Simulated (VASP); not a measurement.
# Si2WC3 (P4mm) in VASP: a series of runs, part 2 of 2

VASP 6.6.1.

## 3. Single point, PBE

This run uses another cell than the first one, of 11.38 Å³/atom.

Input file INCAR:

```
SYSTEM = Si2WC3
  PREC = Accurate
  ENCUT = 600
  EDIFF = 1E-6
  ISMEAR = 0
  SIGMA = 0.2
  LREAL = .FALSE.
  LASPH = .TRUE.
  NELM = 120
  ALGO = Normal
  ISIF = 2
  LWAVE = .FALSE.
  LCHARG = .TRUE.
  GGA = PE
  LELF = .TRUE.
  LVHAR = .TRUE.
  NBANDS = 26
  GGA_COMPAT = .FALSE.
```

Input file KPOINTS:

```
Automatic mesh
0
G
  4 4 4
  0 0 0
```

Input file POSCAR:

```
Si2WC3
1.0
    3.9193677385      0.0000000000      0.0000000000
    0.0000000000      3.9193677385      0.0000000000
    0.0000000000      0.0000000000      4.4430181791
Si W C
2 1 3
Direct
    0.5000000000      0.0000000000      0.8146249452
    0.0000000000      0.5000000000      0.8146249452
    0.0000000000      0.0000000000      0.2253489886
    0.5000000000      0.5000000000      0.7656365601
    0.5000000000      0.0000000000      0.3886243604
    0.0000000000      0.5000000000      0.3886243604
```

Potentials or basis: VASP PAW PBE potentials, release 64 (Si, W_sv, C).

Launch:

```sh
cat potpaw_PBE.64/Si/POTCAR potpaw_PBE.64/W_sv/POTCAR potpaw_PBE.64/C/POTCAR > POTCAR
mpirun -np 1 vasp_std > vasp.out
```

OUTCAR:

```text
SYSTEM = Si2WC3
   PREC = Accurate
   ENCUT = 600
   EDIFF = 1E-6
   ISMEAR = 0
   LREAL = .FALSE.
   LASPH = .TRUE.
   NELM = 120
   ISIF = 2
   GGA = PE

 ion  position               nearest neighbor table
   1  0.500  0.000  0.815-   5 1.89   4 1.97   4 1.97   5 2.55   3 2.68   3 2.68   2 2.77   2 2.77
                             2 2.77   2 2.77   3 3.27   3 3.27
   2  0.000  0.500  0.815-   6 1.89   4 1.97   4 1.97   6 2.55   3 2.68   3 2.68   1 2.77   1 2.77
                             1 2.77   1 2.77   3 3.27   3 3.27
   3  0.000  0.000  0.225-   5 2.09   6 2.09   6 2.09   5 2.09   2 2.68   1 2.68   1 2.68   2 2.68
                             2 3.27   1 3.27   2 3.27   1 3.27
   4  0.500  0.500  0.766-   1 1.97   2 1.97   1 1.97   2 1.97
   5  0.500  0.000  0.389-   1 1.89   3 2.09   3 2.09   1 2.55
   6  0.000  0.500  0.389-   2 1.89   3 2.09   3 2.09   2 2.55

  LATTYP: Found a simple tetragonal cell.
 ALAT       =     3.9193677385
 C/A-ratio  =     1.1336058455

  Lattice vectors:

 A1 = (   3.9193677385,   0.0000000000,   0.0000000000)
 A2 = (   0.0000000000,   3.9193677385,   0.0000000000)
 A3 = (   0.0000000000,   0.0000000000,   4.4430181791)

[... 179 lines left out ...]
 cond. band min:       8.5624442600   @ k =   0.2500   0.0000   0.2500
 fundamental gap:      0.0646175571
 Fermi energy:         8.5431701163

 k-point     1 :       0.0000    0.0000    0.0000
  band No.  band energies     occupation
      1     -65.3578      2.00000
      2     -29.7088      2.00000
      3     -29.6176      2.00000
      4     -29.6176      2.00000
      5      -6.8902      2.00000
      6      -2.1277      2.00000
[... 511 lines left out ...]
     25      15.9338      0.00000
     26      16.0972      0.00000

------------------------ aborting loop because EDIFF is reached ----------------------------------------

  FORCE on cell =-STRESS in cart. coord.  units (eV):
  Direction    XX          YY          ZZ          XY          YZ          ZX
  --------------------------------------------------------------------------------------
  -------------------------------------------------------------------------------------
  Total        0.2759244      0.2759244     -0.0846356      0.0000000      0.0000000      0.0000000
  in kB        6.4772480      6.4772480     -1.9867971      0.0000000      0.0000000      0.0000000
  external PRESSURE =       3.6558996 kB  Pullay stress =       0.0000000 kB

 VOLUME and BASIS-vectors are now :
 -----------------------------------------------------------------------------
  energy-cutoff  :      600.00
  volume of cell :       68.25
      direct lattice vectors                 reciprocal lattice vectors
     3.919367739  0.000000000  0.000000000     0.255143193  0.000000000  0.000000000
     0.000000000  3.919367739  0.000000000     0.000000000  0.255143193  0.000000000
     0.000000000  0.000000000  4.443018179     0.000000000  0.000000000  0.225072228

 POSITION                                       TOTAL-FORCE (eV/Angst)
 -----------------------------------------------------------------------------------
      1.95968      0.00000      3.61939         0.000000     -0.000000     -0.004499
      0.00000      1.95968      3.61939        -0.000000     -0.000000     -0.004499
      0.00000      0.00000      1.00123        -0.000000     -0.000000     -0.008296
      1.95968      1.95968      3.40174        -0.000000      0.000000     -0.011842
      1.95968      0.00000      1.72667        -0.000000     -0.000000      0.014568
      0.00000      1.95968      1.72667        -0.000000     -0.000000      0.014568
 -----------------------------------------------------------------------------------
    total drift:                                0.000000      0.000000     -0.000251

  FREE ENERGIE OF THE ION-ELECTRON SYSTEM (eV)
  ---------------------------------------------------
  free  energy   TOTEN  =       -44.4803706911 eV

  energy  without entropy=      -44.4038372859  energy(sigma->0) =      -44.44210399
```

OSZICAR:

```text
N       E                     dE             d eps       ncg     rms          rms(c)
DAV:   1     0.238121054939E+03    0.23812E+03   -0.19341E+04   952   0.144E+03
DAV:   2    -0.350719093581E+02   -0.27319E+03   -0.26038E+03  1098   0.354E+02
DAV:   3    -0.491482522848E+02   -0.14076E+02   -0.13647E+02  1164   0.727E+01
DAV:   4    -0.494285855391E+02   -0.28033E+00   -0.27895E+00  1118   0.106E+01
DAV:   5    -0.494329880924E+02   -0.44026E-02   -0.43997E-02  1156   0.139E+00    0.305E+01
DAV:   6    -0.461199540913E+02    0.33130E+01   -0.34718E+01  1136   0.313E+01    0.977E+00
DAV:   7    -0.446864374201E+02    0.14335E+01   -0.96227E+00  1106   0.180E+01    0.973E+00
DAV:   8    -0.445021215728E+02    0.18432E+00   -0.78099E-01  1106   0.583E+00    0.358E+00
DAV:   9    -0.444820724457E+02    0.20049E-01   -0.10226E-01  1142   0.206E+00    0.489E-01
DAV:  10    -0.444803212178E+02    0.17512E-02   -0.12099E-02  1078   0.727E-01    0.360E-01
DAV:  11    -0.444804542773E+02   -0.13306E-03   -0.25365E-03  1164   0.334E-01    0.190E-01
DAV:  12    -0.444803937466E+02    0.60531E-04   -0.10296E-03  1118   0.217E-01    0.989E-02
DAV:  13    -0.444803742361E+02    0.19511E-04   -0.84988E-05  1092   0.590E-02    0.280E-02
DAV:  14    -0.444803701770E+02    0.40591E-05   -0.16048E-05  1120   0.229E-02    0.922E-03
DAV:  15    -0.444803706911E+02   -0.51415E-06   -0.15364E-06   734   0.764E-03
   1 F= -.44480371E+02 E0= -.44442104E+02  d E =-.765334E-01
```

Wall time 27 s (1 thread of Intel Xeon Platinum 8375C at 2.90GHz (Ice Lake), shared host); peak memory 0.2 GiB.

Results:

* Free energy: -44.4804 eV
* Pressure: 0.4 GPa
* Largest force: 0.015 eV/Å
* Band gap on the k mesh: zero (bands 17 and 18 overlap by 1.74 eV)

Forces on the atoms (eV/Å):
```
Si   0.000  0.000 -0.004
Si   0.000  0.000 -0.004
W    0.000  0.000 -0.008
C    0.000  0.000 -0.012
C    0.000  0.000  0.015
C    0.000  0.000  0.015
```

Caveat: the k points lie up to 0.40 Å⁻¹ apart, too coarse for converged energies and pressures of a metal; spin-orbit coupling is left out, which moves the levels of the heavy elements.

The gap in the log of VASP goes by the Fermi energy; the results here count the filled bands.